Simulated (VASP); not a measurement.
# Sc (P2_1/m) in VASP: single point with PBE

Aim: the single point of Sc with PBE.

Everything below comes from runs of VASP 6.6.1. Logs are shortened: lines on timing, memory, paths and dates and some standing lists are left out, and cuts for length are marked.

### 1 The cell of the first run

Symmetry: P2_1/m, No. 11, monoclinic system. The conventional cell has a = 3.451 Å, b = 4.076 Å, c = 5.230 Å, α = 90.00°, β = 108.61°, γ = 90.00°. Sc (site symmetry m) has 10 Sc at 3.37 to 4.08 Å within 4.4 Å.

### 2 Single point, PBE (Ga replaced by Sc, lengths x 1.236, strained)

INCAR

```
ALGO = Fast
EDIFF = 1E-6
ENCUT = 520
GGA = PE
ISIF = 2
ISMEAR = 0
LASPH = True
LCHARG = True
LELF = True
LREAL = False
LVHAR = True
LWAVE = False
NBANDS = 18
NELM = 60
PREC = Accurate
SIGMA = 0.1
```

KPOINTS

```
k-points
0
Gamma
  14 10 8
```

POSCAR

```
Sc
1.0
    3.4512430462      0.0000000000      0.0000000000
    0.0000000000      4.0762811303      0.0000000000
   -1.6687555365      0.0000000000      4.9565552429
Sc
2
Direct
    0.8654037300      0.2500000000      0.2298331700
    0.1345962700      0.7500000000      0.7701668300
```

Potentials or basis: VASP PAW PBE potentials, release 64 (Sc_sv).

The run is started by

```sh
cat potpaw_PBE.64/Sc_sv/POTCAR > POTCAR
mpirun -np 1 vasp_std > vasp.out
```

OUTCAR:

```text
EDIFF = 1E-6
   ENCUT = 520
   GGA = PE
   ISIF = 2
   ISMEAR = 0
   LASPH = True
   LREAL = False
   NELM = 60
   PREC = Accurate

 ion  position               nearest neighbor table
   1  0.865  0.250  0.230-   2 3.37   2 3.37
   2  0.135  0.750  0.770-   1 3.37   1 3.37

  LATTYP: Found a simple monoclinic cell.
 ALAT       =     3.4512430462
 B/A-ratio  =     1.1811052064
 C/A-ratio  =     1.5153762183
 COS(beta)  =    -0.3190778872

  Lattice vectors:

 A1 = (   3.4512430462,   0.0000000000,   0.0000000000)
 A2 = (   0.0000000000,   4.0762811303,   0.0000000000)
 A3 = (  -1.6687555365,   0.0000000000,   4.9565552429)

Analysis of symmetry for initial positions (statically):
=====================================================================
 Subroutine PRICEL returns:
 Original cell was already a primitive cell.

 Routine SETGRP: Setting up the symmetry group for a
 simple monoclinic supercell.

 Subroutine GETGRP returns: Found  4 space group operations
 (whereof  2 operations were pure point group operations)
 out of a pool of  4 trial point group operations.

The static configuration has the point symmetry S_2 .
 The point group associated with its full space group is C_2h.

Analysis of symmetry for dynamics (positions and initial velocities):
=====================================================================
 Subroutine PRICEL returns:
 Original cell was already a primitive cell.

 Routine SETGRP: Setting up the symmetry group for a
 simple monoclinic supercell.

 Subroutine GETGRP returns: Found  4 space group operations
 (whereof  2 operations were pure point group operations)
 out of a pool of  4 trial point group operations.

The dynamic configuration has the point symmetry S_2 .
 The point group associated with its full space group is C_2h.

 Subroutine INISYM returns: Found  4 space group operations
 (whereof  2 operations are pure point group operations),
 and found     1 'primitive' translations

----------------------------------------------------------------------------------------

                                     Primitive cell

  volume of cell :      69.7300

  direct lattice vectors                    reciprocal lattice vectors
     3.451243046  0.000000000  0.000000000     0.289750674  0.000000000  0.097552235
     0.000000000  4.076281130  0.000000000     0.000000000  0.245321647  0.000000000
    -1.668755536  0.000000000  4.956555243     0.000000000  0.000000000  0.201753022

  length of vectors
     3.451243046  4.076281130  5.229931636     0.305731732  0.245321647  0.201753022

  position of ions in fractional coordinates (direct lattice)
     0.865403730  0.250000000  0.229833170
     0.134596270  0.750000000  0.770166830

  ion indices of the primitive-cell ions
   primitive index   ion index
                 1           1
                 2           2

----------------------------------------------------------------------------------------

 KPOINTS: k-points

Automatic generation of k-mesh.
 Grid dimensions read from file:
 generate k-points for:   14   10    8

 Generating k-lattice:

  Cartesian coordinates                     Fractional coordinates (reciprocal lattice)
     0.020696477  0.000000000  0.006968017     0.071428571  0.000000000  0.000000000
     0.000000000  0.024532165  0.000000000     0.000000000  0.100000000  0.000000000
     0.000000000  0.000000000  0.025219128     0.000000000  0.000000000  0.125000000

  Length of vectors
     0.021837981  0.024532165  0.025219128

  Shift w.r.t. Gamma in fractional coordinates (k-lattice)
     0.000000000  0.000000000  0.000000000

 Subroutine IBZKPT returns following result:
 ===========================================

 Found    348 irreducible k-points:

 Following reciprocal coordinates:
            Coordinates               Weight
  0.000000  0.000000  0.000000      1.000000
  0.071429  0.000000 -0.000000      2.000000
  0.142857  0.000000  0.000000      2.000000
  0.214286  0.000000 -0.000000      2.000000
  0.285714  0.000000  0.000000      2.000000
  0.357143  0.000000  0.000000      2.000000
[... 16 lines left out ...]
  0.428571  0.200000 -0.000000      4.000000
  0.500000  0.200000 -0.000000      2.000000
 [... further k-points ...]
   k-points           NKPTS =    348   k-points in BZ     NKDIM =    348   number of bands    NBANDS=     18
   number of dos      NEDOS =    301   number of ions     NIONS =      2
   total plane-waves  NPLWV =  33600
   dimension x,y,z NGX =    28 NGY =   30 NGZ =   40
   dimension x,y,z NGXF=    56 NGYF=   60 NGZF=   80
   ions per type =               2
   NGX,Y,Z   is equivalent  to a cutoff of  13.49, 12.24, 12.71 a.u.
   NGXF,Y,Z  is equivalent  to a cutoff of  26.98, 24.47, 25.43 a.u.
 SYSTEM =  unknown system
   PREC   = accura    normal or accurate (medium, high low for compatibility)
   ISTART =      0    job   : 0-new  1-cont  2-samecut
   ICHARG =      2    charge: 1-file 2-atom 10-const
   ISPIN  =      1    spin polarized calculation?
   LNONCOLLINEAR =      F non collinear calculations
   LSORBIT =      F    spin-orbit coupling
   LASPH  =      T    aspherical Exc in radial PAW
   ENCUT  =  520.0 eV  38.22 Ry    6.18 a.u.   6.42  7.58  9.72*2*pi/ulx,y,z
   NELM   =     60;   NELMIN=  2; NELMDL= -5     # of ELM steps
   EDIFF  = 0.1E-05   stopping-criterion for ELM
   LREAL  =      F    real-space projection
   EDIFFG = 0.1E-04   stopping-criterion for IOM
   NSW    =      0    number of steps for IOM
   IBRION =     -1    ionic relax: 0-MD 1-quasi-New 2-CG
   NFREE  =      0    steps in history (QN), initial steepest desc. (CG)
   ISIF   =      2    stress and relaxation
   ISYM   =      2    0-nonsym 1-usesym 2-fastsym
   POTIM  = 0.5000    time-step for ionic-motion
   TEBEG  =    0.0;   TEEND  =   0.0 temperature during run
   PSTRESS=    0.0 pullay stress
   NELECT =      22.0000    total number of electrons
   NUPDOWN=      -1.0000    fix difference up-down
   EMIN   =  10.00;   EMAX   =-10.00  energy-range for DOS
   EFERMI =   0.00;   METHOD = LEGACY
   ISMEAR =     0;   SIGMA  =   0.10  broadening in eV -4-tet -1-fermi 0-gaus
   EFERMI_NEDOS =   21; number of points for ismear=-14 and -15
   IALGO  =     68    algorithm
   IMIX   =      4    mixing-type and parameters
     AMIX     =   0.40;   BMIX     =  1.00
     AMIX_MAG =   1.60;   BMIX_MAG =  1.00
  volume/ion in A,a.u.               =      34.86       235.28
  Fermi-wavevector in a.u.,A,eV,Ry     =   1.114489  2.106079 16.899607  1.242086
  Thomas-Fermi vector in A             =   2.251085
   LORBIT       =      0    0 simple, 1 ext, 2 COOP (PROOUT), +10 PAW based schemes
   GGA     = PE    functional components
   LHFCALC =     F    Hartree Fock is set to
   AEXX    =    0.0000 exact exchange contribution
   IVDW    =     0    specifies the selected vdW correction
   LEPSILON=     F    determine dielectric tensor
   LRPA    =     F    only Hartree local field effects (RPA)
 non-spin polarized calculation
 RMM-DIIS sequential band-by-band and
 Gauss-broadening in eV      SIGMA  =   0.10
  energy-cutoff  :      520.00
  volume of cell :       69.73
 maximum number of plane-waves:      1898
 NGX is ok and might be reduce to    28
   NGX = 13   NGY = 15   NGZ = 19

 number of electron      22.0000003 magnetization

 Free energy of the ion-electron system (eV)
  ---------------------------------------------------
  ext. energy  EPLUGINS =         0.00000000
  ---------------------------------------------------
  free energy    TOTEN  =       -11.25498046 eV

  energy without entropy =      -11.22381157  energy(sigma->0) =      -11.23939602

 E-fermi :   1.8641     XC(G=0):  -8.5483

 val. band max:        1.8632677353   @ k =   0.1429   0.4000   0.1250
 cond. band min:       1.8665512540   @ k =   0.4286   0.5000   0.1250
 fundamental gap:      0.0032835187
 Fermi energy:         1.8640868610

 k-point     1 :       0.0000    0.0000    0.0000
  band No.  band energies     occupation
      1     -48.3757      2.00000
      2     -48.3484      2.00000
      3     -27.0500      2.00000
      4     -26.9997      2.00000
      5     -26.9058      2.00000
      6     -26.8957      2.00000
[... 10 lines left out ...]
     17       4.0122      0.00000
     18       4.3942      0.00000

 k-point     2 :       0.0714    0.0000   -0.0000
  band No.  band energies     occupation
      1     -48.3750      2.00000
      2     -48.3483      2.00000
      3     -27.0484      2.00000
      4     -26.9983      2.00000
      5     -26.9062      2.00000
      6     -26.8992      2.00000
[... 10 lines left out ...]
     17       4.1197      0.00000
     18       4.1492      0.00000

 k-point     3 :       0.1429    0.0000    0.0000
  band No.  band energies     occupation
      1     -48.3730      2.00000
      2     -48.3478      2.00000
      3     -27.0440      2.00000
      4     -26.9943      2.00000
      5     -26.9112      2.00000
      6     -26.9074      2.00000
[... 10 lines left out ...]
     17       3.9414      0.00000
     18       4.1481      0.00000

 k-point     4 :       0.2143    0.0000   -0.0000
  band No.  band energies     occupation
      1     -48.3700      2.00000
      2     -48.3471      2.00000
      3     -27.0377      2.00000
      4     -26.9881      2.00000
      5     -26.9316      2.00000
      6     -26.9095      2.00000
[... 375 lines left out ...]
      4     -26.9914      2.00000
      5     -26.9602      2.00000
      6     -26.9502      2.00000
[... 10 lines left out ...]
     17       3.9262      0.00000
     18       4.1080      0.00000

 k-point    23 :       0.4286    0.2000   -0.0000
  band No.  band energies     occupation
      1     -48.3590      2.00000
      2     -48.3473      2.00000
      3     -27.0152      2.00000
      4     -27.0028      2.00000
      5     -26.9685      2.00000
      6     -26.9552      2.00000
[... 10 lines left out ...]
     17       4.0491      0.00000
     18       4.4124      0.00000

 k-point    24 :       0.5000    0.2000   -0.0000
  band No.  band energies     occupation
      1     -48.3582      2.00000
      2     -48.3472      2.00000
      3     -27.0129      2.00000
      4     -27.0088      2.00000
      5     -26.9717      2.00000
      6     -26.9565      2.00000
[... 10 lines left out ...]
     17       4.1086      0.00000
     18       4.4294      0.00000

 [... further k-points ...]

------------------------ aborting loop because EDIFF is reached ----------------------------------------

  FORCE on cell =-STRESS in cart. coord.  units (eV):
  Direction    XX          YY          ZZ          XY          YZ          ZX
  --------------------------------------------------------------------------------------
  -------------------------------------------------------------------------------------
  Total       -3.3581865     -4.6731986     -2.9419257      0.0000000      0.0000000     -0.0620725
  in kB      -77.1606308   -107.3754983    -67.5962579      0.0000000      0.0000000     -1.4262312
  external PRESSURE =     -84.0441290 kB  Pullay stress =       0.0000000 kB

 VOLUME and BASIS-vectors are now :
 -----------------------------------------------------------------------------
  energy-cutoff  :      520.00
  volume of cell :       69.73
      direct lattice vectors                 reciprocal lattice vectors
     3.451243046  0.000000000  0.000000000     0.289750674  0.000000000  0.097552235
     0.000000000  4.076281130  0.000000000     0.000000000  0.245321647  0.000000000
    -1.668755536  0.000000000  4.956555243     0.000000000  0.000000000  0.201753022

 POSITION                                       TOTAL-FORCE (eV/Angst)
 -----------------------------------------------------------------------------------
      2.60318      1.01907      1.13918        -0.044962      0.000000     -0.565936
     -0.82070      3.05721      3.81737         0.044962     -0.000000      0.565936
 -----------------------------------------------------------------------------------
    total drift:                               -0.000000      0.000000      0.000000

  FREE ENERGIE OF THE ION-ELECTRON SYSTEM (eV)
  ---------------------------------------------------
  free  energy   TOTEN  =       -11.2549804631 eV

  energy  without entropy=      -11.2238115698  energy(sigma->0) =      -11.23939602
```

Run time: 4 min. Hardware: 1 thread of Intel Xeon 6975P-C (Granite Rapids), shared host; peak memory 0.45 GiB.

Results:

```
Free energy            : -11.2550 eV
Pressure               : -8.4 GPa
Largest force          : 0.568 eV/Å
Band gap on the k mesh : zero (bands 11 and 12 overlap by 0.65 eV)
```

Forces on the atoms (eV/Å):
```
Sc  -0.045  0.000 -0.566
Sc   0.045  0.000  0.566
```

Levels at points of the mesh, in eV from the Fermi level:
```tsv
k point	band 9	band 10	band 11	band 12	band 13	band 14
(0.00, 0.00, 0.00)	-4.33	-0.82	-0.13	0.39	0.56	1.63
(0.50, 0.00, 0.00)	-1.52	-0.68	-0.56	0.68	0.72	0.85
(0.00, 0.50, 0.00)	-2.09	-2.09	-0.07	-0.07	0.94	0.94
(0.50, 0.50, 0.00)	-0.70	-0.70	-0.03	-0.03	0.87	0.87
(0.00, 0.00, 0.50)	-2.85	-2.59	-0.22	0.77	1.02	1.09
(0.50, 0.00, 0.50)	-1.49	-0.65	-0.58	0.68	0.71	0.91
(0.00, 0.50, 0.50)	-1.51	-1.51	-0.34	-0.34	0.69	0.69
(0.50, 0.50, 0.50)	-0.68	-0.68	-0.02	-0.02	0.87	0.87
```

Caveat: the cell differs from its parent crystal (Ga replaced by Sc, lengths x 1.236, strained); the cell stands under tension.
